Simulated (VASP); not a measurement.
# Be4InCu (F-43m) in VASP: a series of runs

The runs below take Be4InCu through single point, with PBE.

Everything below comes from runs of VASP 6.6.1. Logs are shortened: lines on timing, memory, paths and dates and some standing lists are left out, and cuts for length are marked.

## Step 1: The cell of the first run

The structure is cubic, space group F-43m (No. 216). Conventional cell: a = 6.164 Å, b = 6.164 Å, c = 6.164 Å, α = 90.00°, β = 90.00°, γ = 90.00°. Be (site symmetry 3m) has 6 Be at 2.16 to 2.20 Å and 3 Cu at 2.55 Å and 3 In at 2.56 Å within 2.9 Å. In (site symmetry -43m) has 12 Be at 2.56 Å and 4 Cu at 2.67 Å within 3.4 Å. Within 3.4 Å of Cu (site symmetry -43m) lie 12 Be at 2.55 Å and 4 In at 2.67 Å.

## Step 2: Single point, PBE

INCAR reads:

```
SYSTEM = Be4InCu
PREC     = Accurate       ! precision mode
ENCUT    = 520            ! plane-wave cutoff, eV
EDIFF    = 1E-6           ! SCF threshold, eV
ISMEAR   = 1              ! smearing method
SIGMA    = 0.15           ! smearing width, eV
LREAL    = .False.        ! projectors in reciprocal space
LASPH    = .True.         ! aspherical terms in the spheres
NELM     = 80             ! most SCF steps
ALGO     = Normal         ! electronic algorithm
ISIF     = 2              ! what is computed and relaxed
LWAVE    = .False.        ! write WAVECAR
LCHARG   = .True.         ! write CHGCAR
GGA      = PE             ! functional
LELF     = .True.         ! ELF
LVHAR    = .True.       
NBANDS   = 25             ! bands
```

KPOINTS reads:

```
Automatic mesh
0
Gamma
  6 6 6
  0 0 0
```

POSCAR reads:

```
Be4InCu
1.0
    0.0000000000      3.0818807352      3.0818807352
    3.0818807352      0.0000000000      3.0818807352
    3.0818807352      3.0818807352      0.0000000000
Be In Cu
4 1 1
Direct
    0.3763000000      0.3763000000      0.3763000000
    0.8711000000      0.3763000000      0.3763000000
    0.3763000000      0.3763000000      0.8711000000
    0.3763000000      0.8711000000      0.3763000000
    0.0000000000      0.0000000000      0.0000000000
    0.7500000000      0.7500000000      0.7500000000
```

Potentials or basis: VASP PAW PBE potentials, release 64 (Be, In_d, Cu).

On the command line:

```bash
$ cat potpaw_PBE.64/Be/POTCAR potpaw_PBE.64/In_d/POTCAR potpaw_PBE.64/Cu/POTCAR > POTCAR
$ mpirun -np 1 vasp_std > vasp.out
```

OUTCAR:

```text
SYSTEM = Be4InCu
   PREC = Accurate
   ENCUT = 520
   EDIFF = 1E-6
   ISMEAR = 1
   LREAL = .False.
   LASPH = .True.
   NELM = 80
   ISIF = 2
   GGA = PE

 ion  position               nearest neighbor table
   1  0.376  0.376  0.376-   2 2.16   3 2.16   4 2.16   3 2.20   4 2.20   2 2.20   6 2.55   6 2.55
                             6 2.55   5 2.56   5 2.56   5 2.56
   2  0.871  0.376  0.376-   1 2.16   3 2.16   4 2.16   1 2.20   3 2.20   4 2.20   6 2.55   6 2.55
                             6 2.55   5 2.56   5 2.56   5 2.56
   3  0.376  0.376  0.871-   1 2.16   2 2.16   4 2.16   1 2.20   4 2.20   2 2.20   6 2.55   6 2.55
                             6 2.55   5 2.56   5 2.56   5 2.56
   4  0.376  0.871  0.376-   1 2.16   2 2.16   3 2.16   3 2.20   1 2.20   2 2.20   6 2.55   6 2.55
                             6 2.55   5 2.56   5 2.56   5 2.56
   5  0.000  0.000  0.000-   2 2.56   4 2.56   2 2.56   3 2.56   3 2.56   4 2.56   1 2.56   4 2.56
                             1 2.56   1 2.56   2 2.56   3 2.56   6 2.67   6 2.67   6 2.67   6 2.67
   6  0.750  0.750  0.750-   1 2.55   3 2.55   4 2.55   1 2.55   2 2.55   3 2.55   1 2.55   2 2.55
                             4 2.55   2 2.55   3 2.55   4 2.55   5 2.67   5 2.67   5 2.67   5 2.67

  LATTYP: Found a face centered cubic cell.
 ALAT       =     6.1637614704

  Lattice vectors:

 A1 = (   0.0000000000,   3.0818807352,   3.0818807352)
 A2 = (   3.0818807352,   0.0000000000,   3.0818807352)
 A3 = (   3.0818807352,   3.0818807352,   0.0000000000)

Analysis of symmetry for initial positions (statically):
=====================================================================
 Subroutine PRICEL returns:
 Original cell was already a primitive cell.

 Routine SETGRP: Setting up the symmetry group for a
 face centered cubic supercell.

 Subroutine GETGRP returns: Found 24 space group operations
 (whereof 24 operations were pure point group operations)
 out of a pool of 48 trial point group operations.

The static configuration has the point symmetry T_d .

Analysis of symmetry for dynamics (positions and initial velocities):
=====================================================================
 Subroutine PRICEL returns:
 Original cell was already a primitive cell.

 Routine SETGRP: Setting up the symmetry group for a
 face centered cubic supercell.

 Subroutine GETGRP returns: Found 24 space group operations
 (whereof 24 operations were pure point group operations)
 out of a pool of 48 trial point group operations.

The dynamic configuration has the point symmetry T_d .

 Subroutine INISYM returns: Found 24 space group operations
 (whereof 24 operations are pure point group operations),
 and found     1 'primitive' translations

----------------------------------------------------------------------------------------

                                     Primitive cell

  volume of cell :      58.5433

  direct lattice vectors                    reciprocal lattice vectors
     0.000000000  3.081880735  3.081880735    -0.162238595  0.162238595  0.162238595
     3.081880735  0.000000000  3.081880735     0.162238595 -0.162238595  0.162238595
     3.081880735  3.081880735  0.000000000     0.162238595  0.162238595 -0.162238595

  length of vectors
     4.358437533  4.358437533  4.358437533     0.281005489  0.281005489  0.281005489

  position of ions in fractional coordinates (direct lattice)
     0.376300000  0.376300000  0.376300000
     0.871100000  0.376300000  0.376300000
     0.376300000  0.376300000  0.871100000
     0.376300000  0.871100000  0.376300000
     0.000000000  0.000000000  0.000000000
     0.750000000  0.750000000  0.750000000

  ion indices of the primitive-cell ions
   primitive index   ion index
                 1           1
                 2           2
                 3           3
                 4           4
                 5           5
                 6           6

----------------------------------------------------------------------------------------

 KPOINTS: Automatic mesh

Automatic generation of k-mesh.
 Grid dimensions read from file:
 generate k-points for:    6    6    6

 Generating k-lattice:

  Cartesian coordinates                     Fractional coordinates (reciprocal lattice)
    -0.027039766  0.027039766  0.027039766     0.166666667  0.000000000  0.000000000
     0.027039766 -0.027039766  0.027039766     0.000000000  0.166666667  0.000000000
     0.027039766  0.027039766 -0.027039766     0.000000000  0.000000000  0.166666667

  Length of vectors
     0.046834248  0.046834248  0.046834248

  Shift w.r.t. Gamma in fractional coordinates (k-lattice)
     0.000000000  0.000000000  0.000000000

 Subroutine IBZKPT returns following result:
 ===========================================

 Found     16 irreducible k-points:

 Following reciprocal coordinates:
            Coordinates               Weight
  0.000000  0.000000  0.000000      1.000000
  0.166667  0.000000  0.000000      8.000000
  0.333333  0.000000  0.000000      8.000000
  0.500000  0.000000  0.000000      4.000000
  0.166667  0.166667  0.000000      6.000000
  0.333333  0.166667  0.000000     24.000000
[... 8 lines left out ...]
 -0.333333  0.333333  0.166667     24.000000
 -0.333333  0.500000  0.166667     12.000000
   k-points           NKPTS =     16   k-points in BZ     NKDIM =     16   number of bands    NBANDS=     25
   number of dos      NEDOS =    301   number of ions     NIONS =      6
   total plane-waves  NPLWV =  32768
   dimension x,y,z NGX =    32 NGY =   32 NGZ =   32
   dimension x,y,z NGXF=    64 NGYF=   64 NGZF=   64
   ions per type =               4   1   1
   NGX,Y,Z   is equivalent  to a cutoff of  12.21, 12.21, 12.21 a.u.
   NGXF,Y,Z  is equivalent  to a cutoff of  24.41, 24.41, 24.41 a.u.
 SYSTEM =  Be4InCu
   PREC   = accura    normal or accurate (medium, high low for compatibility)
   ISTART =      0    job   : 0-new  1-cont  2-samecut
   ICHARG =      2    charge: 1-file 2-atom 10-const
   ISPIN  =      1    spin polarized calculation?
   LNONCOLLINEAR =      F non collinear calculations
   LSORBIT =      F    spin-orbit coupling
   LASPH  =      T    aspherical Exc in radial PAW
   ENCUT  =  520.0 eV  38.22 Ry    6.18 a.u.   8.10  8.10  8.10*2*pi/ulx,y,z
   NELM   =     80;   NELMIN=  2; NELMDL= -5     # of ELM steps
   EDIFF  = 0.1E-05   stopping-criterion for ELM
   LREAL  =      F    real-space projection
[... 7 lines left out ...]
   TEBEG  =    0.0;   TEEND  =   0.0 temperature during run
   PSTRESS=    0.0 pullay stress
   NELECT =      32.0000    total number of electrons
   NUPDOWN=      -1.0000    fix difference up-down
   EMIN   =  10.00;   EMAX   =-10.00  energy-range for DOS
   EFERMI =   0.00;   METHOD = LEGACY
   ISMEAR =     1;   SIGMA  =   0.15  broadening in eV -4-tet -1-fermi 0-gaus
   EFERMI_NEDOS =   21; number of points for ismear=-14 and -15
   IALGO  =     38    algorithm
   IMIX   =      4    mixing-type and parameters
     AMIX     =   0.40;   BMIX     =  1.00
     AMIX_MAG =   1.60;   BMIX_MAG =  1.00
  volume/ion in A,a.u.               =       9.76        65.84
  Fermi-wavevector in a.u.,A,eV,Ry     =   1.338543  2.529480 24.377523  1.791697
  Thomas-Fermi vector in A             =   2.467005
   LORBIT       =      0    0 simple, 1 ext, 2 COOP (PROOUT), +10 PAW based schemes
   GGA     = PE    functional components
   LHFCALC =     F    Hartree Fock is set to
   AEXX    =    0.0000 exact exchange contribution
   IVDW    =     0    specifies the selected vdW correction
   LEPSILON=     F    determine dielectric tensor
   LRPA    =     F    only Hartree local field effects (RPA)
 non-spin polarized calculation
 Methfessel and Paxton  Order N= 1 SIGMA  =   0.15
  energy-cutoff  :      520.00
  volume of cell :       58.54
 maximum number of plane-waves:      1591
   NGX = 17   NGY = 17   NGZ = 17

 number of electron      31.9999998 magnetization

 Free energy of the ion-electron system (eV)
  ---------------------------------------------------
  ext. energy  EPLUGINS =         0.00000000
  ---------------------------------------------------
  free energy    TOTEN  =       -20.02576139 eV

  energy without entropy =      -20.02753296  energy(sigma->0) =      -20.02635192

 E-fermi :   9.9200     XC(G=0): -11.7126

 val. band max:        9.8955093989   @ k =  -0.3333   0.3333   0.0000
 cond. band min:      10.2737484566   @ k =  -0.3333   0.1667   0.0000
 fundamental gap:      0.3782390577
 Fermi energy:         9.9199530474

 k-point     1 :       0.0000    0.0000    0.0000
  band No.  band energies     occupation
      1      -5.7437      2.00000
      2      -5.7437      2.00000
      3      -5.7437      2.00000
      4      -5.7305      2.00000
      5      -5.7305      2.00000
      6      -2.4344      2.00000
[... 17 lines left out ...]
     24      13.9831      0.00000
     25      15.4203      0.00000

 k-point     2 :       0.1667    0.0000    0.0000
  band No.  band energies     occupation
      1      -5.7441      2.00000
      2      -5.7399      2.00000
      3      -5.7399      2.00000
      4      -5.7214      2.00000
      5      -5.7214      2.00000
      6      -2.1410      2.00000
[... 17 lines left out ...]
     24      15.4112      0.00000
     25      17.4353      0.00000

 k-point     3 :       0.3333    0.0000    0.0000
  band No.  band energies     occupation
      1      -5.7472      2.00000
      2      -5.7441      2.00000
      3      -5.7441      2.00000
      4      -5.6912      2.00000
      5      -5.6912      2.00000
      6      -1.2674      2.00000
[... 328 lines left out ...]
 k-point    15 :      -0.3333    0.3333    0.1667
  band No.  band energies     occupation
      1      -5.7510      2.00000
      2      -5.7381      2.00000
      3      -5.7131      2.00000
      4      -5.7028      2.00000
      5      -5.6689      2.00000
      6       0.5513      2.00000
[... 17 lines left out ...]
     24      18.6911      0.00000
     25      19.6321      0.00000

 k-point    16 :      -0.3333    0.5000    0.1667
  band No.  band energies     occupation
      1      -5.7655      2.00000
      2      -5.7546      2.00000
      3      -5.6946      2.00000
      4      -5.6935      2.00000
      5      -5.6584      2.00000
      6       1.0321      2.00000
[... 17 lines left out ...]
     24      18.5064      0.00000
     25      19.4465      0.00000

------------------------ aborting loop because EDIFF is reached ----------------------------------------

  FORCE on cell =-STRESS in cart. coord.  units (eV):
  Direction    XX          YY          ZZ          XY          YZ          ZX
  --------------------------------------------------------------------------------------
  -------------------------------------------------------------------------------------
  Total        5.7644954      5.7644954      5.7644954     -0.0000000      0.0000000     -0.0000000
  in kB      157.7590929    157.7590929    157.7590929     -0.0000000      0.0000000     -0.0000000
  external PRESSURE =     157.7590929 kB  Pullay stress =       0.0000000 kB

 VOLUME and BASIS-vectors are now :
 -----------------------------------------------------------------------------
  energy-cutoff  :      520.00
  volume of cell :       58.54
      direct lattice vectors                 reciprocal lattice vectors
     0.000000000  3.081880735  3.081880735    -0.162238595  0.162238595  0.162238595
     3.081880735  0.000000000  3.081880735     0.162238595 -0.162238595  0.162238595
     3.081880735  3.081880735  0.000000000     0.162238595  0.162238595 -0.162238595

 POSITION                                       TOTAL-FORCE (eV/Angst)
 -----------------------------------------------------------------------------------
      2.31942      2.31942      2.31942         0.016715      0.016715      0.016715
      2.31942      3.84434      3.84434         0.016715     -0.016715     -0.016715
      3.84434      3.84434      2.31942        -0.016715     -0.016715      0.016715
      3.84434      2.31942      3.84434        -0.016715      0.016715     -0.016715
      0.00000      0.00000      0.00000         0.000000      0.000000      0.000000
      4.62282      4.62282      4.62282         0.000000      0.000000      0.000000
 -----------------------------------------------------------------------------------
    total drift:                                0.000000      0.000000     -0.000001

  FREE ENERGIE OF THE ION-ELECTRON SYSTEM (eV)
  ---------------------------------------------------
  free  energy   TOTEN  =       -20.0257613929 eV

  energy  without entropy=      -20.0275329642  energy(sigma->0) =      -20.02635192
```

It took 48 s on 1 thread of Intel Xeon Platinum 8259CL at 2.50GHz (Skylake/Cascade Lake), shared host; peak memory 0.19 GiB.

Results:

| Item | Value |
| --- | --- |
| Free energy | -20.0258 eV |
| Pressure | 15.8 GPa |
| Largest force | 0.029 eV/Å |
| Band gap on the k mesh | zero (bands 16 and 17 overlap by 1.22 eV) |

Forces on the atoms (eV/Å):
```
Be   0.017  0.017  0.017
Be   0.017 -0.017 -0.017
Be  -0.017 -0.017  0.017
Be  -0.017  0.017 -0.017
In   0.000  0.000  0.000
Cu   0.000  0.000  0.000
```

Levels at points of the mesh, in eV from the Fermi level:
| k point | band 13 | band 14 | band 15 | band 16 | band 17 | band 18 | band 19 | band 20 |
| --- | --- | --- | --- | --- | --- | --- | --- | --- |
| (0.00, 0.00, 0.00) | -1.85 | -1.85 | -1.85 | 0.80 | 0.94 | 0.94 | 0.94 | 2.09 |
| (0.50, 0.00, 0.00) | -3.84 | -2.96 | -2.96 | -0.42 | -0.42 | 0.60 | 4.19 | 4.32 |
| (0.50, 0.50, 0.00) | -4.37 | -4.37 | -3.47 | -2.82 | 4.63 | 4.63 | 4.71 | 4.94 |

Caveat: the cell stands under pressure; spin-orbit coupling is left out, which moves the levels of the heavy elements.

## Step 3: Single point, PBE

This run uses another cell than the first one, of 10.03 Å³/atom.

INCAR reads:

```
PREC = Accurate
ENCUT = 520
EDIFF = 1E-6
ISMEAR = 1
SIGMA = 0.15
LREAL = F
LASPH = T
NELM = 100
ALGO = Normal
ISIF = 2
LWAVE = F
LCHARG = F
GGA = PE
NBANDS = 25
```

KPOINTS reads:

```
regular mesh
0
Gamma
  6 6 6
```

Edit POSCAR of step 2 so:

```diff
@@ -2,5 +2,5 @@
 1.0
-    0.0000000000      3.0818807352      3.0818807352
-    3.0818807352      0.0000000000      3.0818807352
-    3.0818807352      3.0818807352      0.0000000000
+    0.0000000000      3.1101564499      3.1101564499
+    3.1101564499      0.0000000000      3.1101564499
+    3.1101564499      3.1101564499      0.0000000000
 Be In Cu
```

Potentials or basis: VASP PAW PBE potentials, release 64 (Be, In_d, Cu).

On the command line:

```bash
$ cat potpaw_PBE.64/Be/POTCAR potpaw_PBE.64/In_d/POTCAR potpaw_PBE.64/Cu/POTCAR > POTCAR
$ mpirun -np 1 vasp_std > vasp.out
```

OUTCAR:

```text
PREC = Accurate
   ENCUT = 520
   EDIFF = 1E-6
   ISMEAR = 1
   LREAL = F
   LASPH = T
   NELM = 100
   ISIF = 2
   GGA = PE

 ion  position               nearest neighbor table
   1  0.376  0.376  0.376-   2 2.18   3 2.18   4 2.18   3 2.22   4 2.22   2 2.22   6 2.58   6 2.58
                             6 2.58   5 2.58   5 2.58   5 2.58
   2  0.871  0.376  0.376-   1 2.18   3 2.18   4 2.18   1 2.22   3 2.22   4 2.22   6 2.58   6 2.58
                             6 2.58   5 2.58   5 2.58   5 2.58
   3  0.376  0.376  0.871-   1 2.18   2 2.18   4 2.18   1 2.22   4 2.22   2 2.22   6 2.58   6 2.58
                             6 2.58   5 2.58   5 2.58   5 2.58
   4  0.376  0.871  0.376-   1 2.18   2 2.18   3 2.18   3 2.22   1 2.22   2 2.22   6 2.58   6 2.58
[... 650 lines left out ...]
  Total        4.2498522      4.2498522      4.2498522     -0.0000000      0.0000000     -0.0000000
  in kB      113.1638469    113.1638469    113.1638469     -0.0000000      0.0000000     -0.0000000
  external PRESSURE =     113.1638469 kB  Pullay stress =       0.0000000 kB

 VOLUME and BASIS-vectors are now :
 -----------------------------------------------------------------------------
  energy-cutoff  :      520.00
  volume of cell :       60.17
      direct lattice vectors                 reciprocal lattice vectors
     0.000000000  3.110156450  3.110156450    -0.160763617  0.160763617  0.160763617
     3.110156450  0.000000000  3.110156450     0.160763617 -0.160763617  0.160763617
     3.110156450  3.110156450  0.000000000     0.160763617  0.160763617 -0.160763617

 POSITION                                       TOTAL-FORCE (eV/Angst)
 -----------------------------------------------------------------------------------
      2.34070      2.34070      2.34070         0.017366      0.017366      0.017366
      2.34070      3.87961      3.87961         0.017366     -0.017366     -0.017366
      3.87961      3.87961      2.34070        -0.017366     -0.017366      0.017366
      3.87961      2.34070      3.87961        -0.017366      0.017366     -0.017366
      0.00000      0.00000      0.00000         0.000000      0.000000      0.000000
      4.66523      4.66523      4.66523         0.000000      0.000000      0.000000
 -----------------------------------------------------------------------------------
    total drift:                                0.000000      0.000000      0.000000

  FREE ENERGIE OF THE ION-ELECTRON SYSTEM (eV)
  ---------------------------------------------------
  free  energy   TOTEN  =       -20.1647559437 eV

  energy  without entropy=      -20.1662969749  energy(sigma->0) =      -20.16526962
```

OSZICAR:

```text
N       E                     dE             d eps       ncg     rms          rms(c)
DAV:   1     0.223030909241E+03    0.22303E+03   -0.13561E+04   800   0.164E+03
DAV:   2    -0.613925152542E+01   -0.22917E+03   -0.21564E+03   800   0.357E+02
DAV:   3    -0.254012381141E+02   -0.19262E+02   -0.18184E+02   995   0.122E+02
[... 13 lines left out ...]
DAV:  17    -0.201654265621E+02    0.58630E-03   -0.16077E-04  1259   0.431E-01    0.413E-01
DAV:  18    -0.201650008547E+02    0.42571E-03   -0.25380E-04  1260   0.483E-01    0.241E-01
DAV:  19    -0.201647582646E+02    0.24259E-03   -0.35114E-04  1194   0.603E-01    0.989E-02
DAV:  20    -0.201647559695E+02    0.22950E-05   -0.94463E-05  1301   0.124E-01    0.510E-02
DAV:  21    -0.201647559437E+02    0.25794E-07   -0.18657E-06   704   0.858E-03
   1 F= -.20164756E+02 E0= -.20165270E+02  d E =0.154103E-02
```

stdout:

```text
POSCAR found type information on POSCAR BeInCu
 POSCAR found :  3 types and       6 ions
 scaLAPACK will be used
 LDA part: xc-table for (Slater+PW92), standard interpolation
 POSCAR, INCAR and KPOINTS ok, starting setup
 FFT: planning ... GRIDC
 FFT: planning ... GRID_SOFT
 FFT: planning ... GRID
 WAVECAR not read
 entering main loop
```

Run time: 61 s. Hardware: 1 thread of Intel Xeon Platinum 8259CL at 2.50GHz (Skylake/Cascade Lake), shared host; peak memory 0.21 GiB.

Results:

```
Free energy            : -20.1648 eV
Pressure               : 11.3 GPa
Largest force          : 0.030 eV/Å
Band gap on the k mesh : zero (bands 16 and 17 overlap by 1.13 eV)
```

Forces on the atoms (eV/Å):
```
Be   0.017  0.017  0.017
Be   0.017 -0.017 -0.017
Be  -0.017 -0.017  0.017
Be  -0.017  0.017 -0.017
In   0.000  0.000  0.000
Cu   0.000  0.000  0.000
```

Caveat: the cell stands under pressure; spin-orbit coupling is left out, which moves the levels of the heavy elements.

[end of part 1 of 2]
